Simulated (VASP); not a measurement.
# Bi6O (P4/mmm) in VASP: relaxation of cell and atoms with PBE

Aim: the relaxation of cell and atoms of Bi6O with PBE.

All numbers are computed with VASP 6.6.1; they aren't measurements. Logs are shortened: lines on timing, memory, paths and dates and some standing lists are left out, and cuts for length are marked.

**1. The cell of the first run**

It takes space group P4/mmm (No. 123, tetragonal). Conventional cell: a = 3.800 Å, b = 3.800 Å, c = 12.900 Å, α = 90.00°, β = 90.00°, γ = 90.00°. Within 3.0 Å of Bi (site symmetry 4mm) lie 1 O at 2.26 Å. Within 3.5 Å of Bi (site symmetry 4/mmm) lie 4 O at 2.69 Å. Bi (site symmetry 4mm) has 14 Bi at 3.38 to 4.30 Å within 4.4 Å. Within 4.5 Å of Bi (site symmetry 4/mmm) lie 14 Bi at 3.44 to 4.19 Å. O (site symmetry 4/mmm) has 6 Bi at 2.26 to 2.69 Å within 3.0 Å.

**2. Relaxation of cell and atoms, PBE**

INCAR reads:

```
SYSTEM = Bi6O
PREC = Accurate
ENCUT = 600
EDIFF = 1E-6
ISMEAR = 0
SIGMA = 0.2
LREAL = .False.
LASPH = .True.
NELM = 100
ALGO = Normal
ISIF = 3
LWAVE = .False.
LCHARG = .False.
GGA = PE
IBRION = 2
NSW = 36
EDIFFG = -0.08
```

KPOINTS reads:

```
Automatic mesh
0
Gamma
  4 4 2
  0 0 0
```

POSCAR reads:

```
Bi6O
1.0
    3.8000000000      0.0000000000      0.0000000000
    0.0000000000      3.8000000000      0.0000000000
    0.0000000000      0.0000000000     12.9000000000
Bi O
6 1
Direct
    0.5000000000      0.5000000000      0.1750000000
    0.5000000000      0.5000000000      0.8250000000
    0.0000000000      0.0000000000      0.0000000000
    0.0000000000      0.0000000000      0.6666700000
    0.0000000000      0.0000000000      0.3333300000
    0.5000000000      0.5000000000      0.5000000000
    0.5000000000      0.5000000000      0.0000000000
```

Potentials or basis: VASP PAW PBE potentials, release 64 (Bi_d, O).

Run with:

```
> cat potpaw_PBE.64/Bi_d/POTCAR potpaw_PBE.64/O/POTCAR > POTCAR
> mpirun -np 1 vasp_std > vasp.out
```

OUTCAR:

```text
SYSTEM = Bi6O
   PREC = Accurate
   ENCUT = 600
   EDIFF = 1E-6
   ISMEAR = 0
   LREAL = .False.
   LASPH = .True.
   NELM = 100
   ISIF = 3
   GGA = PE
   IBRION = 2
   NSW = 36
   EDIFFG = -0.08

 ion  position               nearest neighbor table
   1  0.500  0.500  0.175-   7 2.26   5 3.38   5 3.38   5 3.38   5 3.38   3 3.51   3 3.51   3 3.51
                             3 3.51
   2  0.500  0.500  0.825-   7 2.26   4 3.38   4 3.38   4 3.38   4 3.38   3 3.51   3 3.51   3 3.51
                             3 3.51
   3  0.000  0.000  0.000-   7 2.69   7 2.69   7 2.69   7 2.69   2 3.51   2 3.51   1 3.51   2 3.51
                             1 3.51   1 3.51   2 3.51   1 3.51
   4  0.000  0.000  0.667-   2 3.38   2 3.38   2 3.38   2 3.38   6 3.44   6 3.44   6 3.44   6 3.44

   5  0.000  0.000  0.333-   1 3.38   1 3.38   1 3.38   1 3.38   6 3.44   6 3.44   6 3.44   6 3.44

   6  0.500  0.500  0.500-   4 3.44   5 3.44   4 3.44   5 3.44   4 3.44   5 3.44   4 3.44   5 3.44

   7  0.500  0.500  0.000-   1 2.26   2 2.26   3 2.69   3 2.69   3 2.69   3 2.69

  LATTYP: Found a simple tetragonal cell.
 ALAT       =     3.8000000000
 C/A-ratio  =     3.3947368421

  Lattice vectors:

 A1 = (   3.8000000000,   0.0000000000,   0.0000000000)
 A2 = (   0.0000000000,   3.8000000000,   0.0000000000)
 A3 = (   0.0000000000,   0.0000000000,  12.9000000000)

Analysis of symmetry for initial positions (statically):
=====================================================================
 Subroutine PRICEL returns:
 Original cell was already a primitive cell.

 Routine SETGRP: Setting up the symmetry group for a
 simple tetragonal supercell.

 Subroutine GETGRP returns: Found 16 space group operations
 (whereof 16 operations were pure point group operations)
 out of a pool of 16 trial point group operations.

The static configuration has the point symmetry D_4h.

Analysis of symmetry for dynamics (positions and initial velocities):
=====================================================================
 Subroutine PRICEL returns:
 Original cell was already a primitive cell.

 Routine SETGRP: Setting up the symmetry group for a
 simple tetragonal supercell.

 Subroutine GETGRP returns: Found 16 space group operations
 (whereof 16 operations were pure point group operations)
 out of a pool of 16 trial point group operations.

The dynamic configuration has the point symmetry D_4h.

 Subroutine INISYM returns: Found 16 space group operations
 (whereof 16 operations are pure point group operations),
 and found     1 'primitive' translations

----------------------------------------------------------------------------------------

                                     Primitive cell

  volume of cell :     186.2760

  direct lattice vectors                    reciprocal lattice vectors
     3.800000000  0.000000000  0.000000000     0.263157895  0.000000000  0.000000000
     0.000000000  3.800000000  0.000000000     0.000000000  0.263157895  0.000000000
     0.000000000  0.000000000 12.900000000     0.000000000  0.000000000  0.077519380

  length of vectors
     3.800000000  3.800000000 12.900000000     0.263157895  0.263157895  0.077519380

  position of ions in fractional coordinates (direct lattice)
     0.500000000  0.500000000  0.175000000
     0.500000000  0.500000000  0.825000000
     0.000000000  0.000000000  0.000000000
     0.000000000  0.000000000  0.666670000
     0.000000000  0.000000000  0.333330000
     0.500000000  0.500000000  0.500000000
     0.500000000  0.500000000  0.000000000

  ion indices of the primitive-cell ions
   primitive index   ion index
                 1           1
                 2           2
                 3           3
                 4           4
                 5           5
                 6           6
                 7           7

----------------------------------------------------------------------------------------

 KPOINTS: Automatic mesh

Automatic generation of k-mesh.
 Grid dimensions read from file:
 generate k-points for:    4    4    2

 Generating k-lattice:

  Cartesian coordinates                     Fractional coordinates (reciprocal lattice)
     0.065789474  0.000000000  0.000000000     0.250000000  0.000000000  0.000000000
     0.000000000  0.065789474  0.000000000     0.000000000  0.250000000  0.000000000
     0.000000000  0.000000000  0.038759690     0.000000000  0.000000000  0.500000000

  Length of vectors
     0.065789474  0.065789474  0.038759690

  Shift w.r.t. Gamma in fractional coordinates (k-lattice)
     0.000000000  0.000000000  0.000000000

 Subroutine IBZKPT returns following result:
 ===========================================

 Found     12 irreducible k-points:

 Following reciprocal coordinates:
            Coordinates               Weight
  0.000000  0.000000  0.000000      1.000000
  0.250000  0.000000  0.000000      4.000000
  0.500000  0.000000  0.000000      2.000000
  0.250000  0.250000  0.000000      4.000000
  0.500000  0.250000  0.000000      4.000000
  0.500000  0.500000  0.000000      1.000000
  0.000000  0.000000  0.500000      1.000000
  0.250000  0.000000  0.500000      4.000000
  0.500000  0.000000  0.500000      2.000000
  0.250000  0.250000  0.500000      4.000000
  0.500000  0.250000  0.500000      4.000000
  0.500000  0.500000  0.500000      1.000000
   k-points           NKPTS =     12   k-points in BZ     NKDIM =     12   number of bands    NBANDS=     57
   number of dos      NEDOS =    301   number of ions     NIONS =      7
   total plane-waves  NPLWV =  97200
   dimension x,y,z NGX =    30 NGY =   30 NGZ =  108
   dimension x,y,z NGXF=    60 NGYF=   60 NGZF=  216
   ions per type =               6   1
   NGX,Y,Z   is equivalent  to a cutoff of  13.12, 13.12, 13.92 a.u.
   NGXF,Y,Z  is equivalent  to a cutoff of  26.25, 26.25, 27.84 a.u.
 SYSTEM =  Bi6O
   PREC   = accura    normal or accurate (medium, high low for compatibility)
   ISTART =      0    job   : 0-new  1-cont  2-samecut
   ICHARG =      2    charge: 1-file 2-atom 10-const
   ISPIN  =      1    spin polarized calculation?
   LNONCOLLINEAR =      F non collinear calculations
   LSORBIT =      F    spin-orbit coupling
   LASPH  =      T    aspherical Exc in radial PAW
   ENCUT  =  600.0 eV  44.10 Ry    6.64 a.u.   7.59  7.59 25.76*2*pi/ulx,y,z
   NELM   =    100;   NELMIN=  2; NELMDL= -5     # of ELM steps
   EDIFF  = 0.1E-05   stopping-criterion for ELM
   LREAL  =      F    real-space projection
   EDIFFG = -.8E-01   stopping-criterion for IOM
   NSW    =     36    number of steps for IOM
   IBRION =      2    ionic relax: 0-MD 1-quasi-New 2-CG
   NFREE  =      1    steps in history (QN), initial steepest desc. (CG)
   ISIF   =      3    stress and relaxation
   ISYM   =      2    0-nonsym 1-usesym 2-fastsym
   POTIM  = 0.5000    time-step for ionic-motion
   TEBEG  =    0.0;   TEEND  =   0.0 temperature during run
   PSTRESS=    0.0 pullay stress
   NELECT =      96.0000    total number of electrons
   NUPDOWN=      -1.0000    fix difference up-down
   EMIN   =  10.00;   EMAX   =-10.00  energy-range for DOS
   EFERMI =   0.00;   METHOD = LEGACY
   ISMEAR =     0;   SIGMA  =   0.20  broadening in eV -4-tet -1-fermi 0-gaus
   EFERMI_NEDOS =   21; number of points for ismear=-14 and -15
   IALGO  =     38    algorithm
   IMIX   =      4    mixing-type and parameters
     AMIX     =   0.40;   BMIX     =  1.00
     AMIX_MAG =   1.60;   BMIX_MAG =  1.00
  volume/ion in A,a.u.               =      26.61       179.58
  Fermi-wavevector in a.u.,A,eV,Ry     =   1.312541  2.480343 23.439632  1.722764
  Thomas-Fermi vector in A             =   2.442926
   LORBIT       =      0    0 simple, 1 ext, 2 COOP (PROOUT), +10 PAW based schemes
   GGA     = PE    functional components
   LHFCALC =     F    Hartree Fock is set to
   AEXX    =    0.0000 exact exchange contribution
   IVDW    =     0    specifies the selected vdW correction
   LEPSILON=     F    determine dielectric tensor
   LRPA    =     F    only Hartree local field effects (RPA)
 conjugate gradient relaxation of ions
 non-spin polarized calculation
 Gauss-broadening in eV      SIGMA  =   0.20
  energy-cutoff  :      600.00
  volume of cell :      186.28
 maximum number of plane-waves:      6235
   NGX = 15   NGY = 15   NGZ = 51

--------------------------------------- Ionic step        1  -------------------------------------------

 number of electron      96.0000056 magnetization

 Free energy of the ion-electron system (eV)
  ---------------------------------------------------
  ext. energy  EPLUGINS =         0.00000000
  ---------------------------------------------------
  free energy    TOTEN  =       -28.00192033 eV

  energy without entropy =      -27.90460484  energy(sigma->0) =      -27.95326258

------------------------ aborting loop because EDIFF is reached ----------------------------------------

  FORCE on cell =-STRESS in cart. coord.  units (eV):
  Direction    XX          YY          ZZ          XY          YZ          ZX
  --------------------------------------------------------------------------------------
  -------------------------------------------------------------------------------------
  Total        3.4483422      3.4483422      9.4214669      0.0000000      0.0000000      0.0000000
  in kB       29.6595139     29.6595139     81.0349194      0.0000000      0.0000000      0.0000000
  external PRESSURE =      46.7846491 kB  Pullay stress =       0.0000000 kB
[... 104 lines left out ...]
  FREE ENERGIE OF THE ION-ELECTRON SYSTEM (eV)
  ---------------------------------------------------
  free  energy   TOTEN  =       -28.3248363268 eV

  energy  without entropy=      -28.2376164021  energy(sigma->0) =      -28.28122636

[... ionic steps 4 to 8 ...]

--------------------------------------- Ionic step        9  -------------------------------------------

 number of electron      95.9999981 magnetization

------------------------ aborting loop because EDIFF is reached ----------------------------------------

  FORCE on cell =-STRESS in cart. coord.  units (eV):
  Direction    XX          YY          ZZ          XY          YZ          ZX
  --------------------------------------------------------------------------------------
  -------------------------------------------------------------------------------------
  Total       -0.1385830     -0.1385830     -0.1496909      0.0000000      0.0000000      0.0000000
  in kB       -1.1415758     -1.1415758     -1.2330774      0.0000000      0.0000000      0.0000000
  external PRESSURE =      -1.1720763 kB  Pullay stress =       0.0000000 kB
[... 67 lines left out ...]
  energy  without entropy=      -28.5631767152  energy(sigma->0) =      -28.59813741

--------------------------------------- Ionic step       11  -------------------------------------------

 number of electron      95.9999965 magnetization

 Free energy of the ion-electron system (eV)
  ---------------------------------------------------
  ext. energy  EPLUGINS =         0.00000000
  ---------------------------------------------------
  free energy    TOTEN  =       -28.63425695 eV

  energy without entropy =      -28.56460194  energy(sigma->0) =      -28.59942945

 E-fermi :   7.7403     XC(G=0): -10.3618

 val. band max:        7.7379372706   @ k =   0.5000   0.2500   0.5000
 cond. band min:       7.8542218773   @ k =   0.0000   0.0000   0.5000
 fundamental gap:      0.1162846067
 Fermi energy:         7.7402973120

 k-point     1 :       0.0000    0.0000    0.0000
  band No.  band energies     occupation
      1     -15.7521      2.00000
      2     -15.6192      2.00000
      3     -15.5588      2.00000
      4     -15.5328      2.00000
      5     -15.5328      2.00000
      6     -15.2738      2.00000
[... 743 lines left out ...]
  FREE ENERGIE OF THE ION-ELECTRON SYSTEM (eV)
  ---------------------------------------------------
  free  energy   TOTEN  =       -28.6342569510 eV

  energy  without entropy=      -28.5646019424  energy(sigma->0) =      -28.59942945

 reached required accuracy - stopping structural energy minimisation
```

Run time: 21 min. Hardware: 1 thread of Intel Xeon Platinum 8259CL at 2.50GHz (Skylake/Cascade Lake), shared host; peak memory 0.37 GiB.

Results:

```
Free energy                            : -28.6343 eV
Relaxed volume                         : 27.61 Å³/atom
Relaxed cell                           : a = 3.651 Å, b = 3.651 Å, c = 14.499 Å, α = 90.00°, β = 90.00°, γ = 90.00°
Space group after relaxing (to 0.05 Å) : P4/mmm (No. 123)
Energy gained by relaxing              : 90.3 meV/atom
Ionic steps                            : 11
Pressure after relaxing                : 0.3 GPa
Largest force after relaxing           : 0.080 eV/Å
Band gap on the k mesh                 : zero (band 48 reaches 9.55 eV, above the bottom of band 49 at 6.74 eV)
```

Forces on the atoms (eV/Å):
```
Bi   0.000  0.000 -0.030
Bi   0.000  0.000  0.030
Bi   0.000  0.000  0.000
Bi   0.000  0.000  0.080
Bi   0.000  0.000 -0.080
Bi   0.000  0.000  0.000
O    0.000  0.000  0.000
```

Stress tensor (GPa, compression positive):
```
0.35 0.00 0.00
0.00 0.35 0.00
0.00 0.00 0.14
```

The path:
| step | energy change (eV) | largest force (eV/Å) | pressure (GPa) | volume (Å³) |
| --- | --- | --- | --- | --- |
| 1 | 0.0000 | 1.3302 | 4.68 | 186.28 |
| 2 | -0.2787 | 0.2522 | -2.95 | 207.91 |
| 3 | -0.3229 | 0.3508 | -1.20 | 201.52 |
| 4 | -0.4523 | 0.2496 | -0.81 | 198.79 |
| 5 | -0.6008 | 0.2509 | 1.40 | 189.93 |
| 6 | -0.6164 | 0.1896 | 0.59 | 192.34 |
| 7 | -0.6168 | 0.2002 | 0.72 | 191.92 |
| 8 | -0.6257 | 0.1537 | -0.46 | 195.66 |
| 9 | -0.6279 | 0.1674 | -0.12 | 194.50 |
| 10 | -0.6312 | 0.1167 | 0.01 | 194.05 |
| 11 | -0.6323 | 0.0797 | 0.28 | 193.30 |

Final structure:
```
Bi O
1.0
     3.65121    0.00000    0.00000
     0.00000    3.65121    0.00000
     0.00000    0.00000   14.49942
Bi O
6 1
Direct
  0.50000 0.50000 0.18267
  0.50000 0.50000 0.81733
  0.00000 0.00000 0.00000
  0.00000 0.00000 0.66017
  0.00000 0.00000 0.33983
  0.50000 0.50000 0.50000
  0.50000 0.50000 0.00000
```

Levels at points of the mesh, in eV from the Fermi level:
| k point | band 45 | band 46 | band 47 | band 48 | band 49 | band 50 | band 51 | band 52 |
| --- | --- | --- | --- | --- | --- | --- | --- | --- |
| (0.00, 0.00, 0.00) | -0.03 | 0.64 | 0.64 | 1.81 | 1.85 | 1.85 | 1.90 | 3.20 |
| (0.50, 0.00, 0.00) | -1.98 | -1.07 | -0.80 | 0.65 | 2.30 | 2.42 | 2.46 | 2.61 |
| (0.50, 0.50, 0.00) | -2.24 | -2.24 | -1.00 | -1.00 | -1.00 | -0.74 | -0.73 | 0.25 |
| (0.00, 0.00, 0.50) | 0.11 | 0.14 | 0.68 | 0.68 | 1.82 | 1.82 | 3.08 | 3.08 |
| (0.50, 0.00, 0.50) | -2.03 | -1.58 | 0.45 | 0.61 | 0.95 | 2.40 | 2.47 | 2.58 |
| (0.50, 0.50, 0.50) | -2.46 | -2.46 | -1.20 | -0.96 | -0.78 | -0.78 | -0.08 | -0.06 |

Caveat: the k points lie up to 0.43 Å⁻¹ apart in the final cell; spin-orbit coupling is left out, which moves the levels of the heavy elements; the relaxation stopped at a loose force limit of 0.08 eV/Å, so its end isn't a converged minimum.
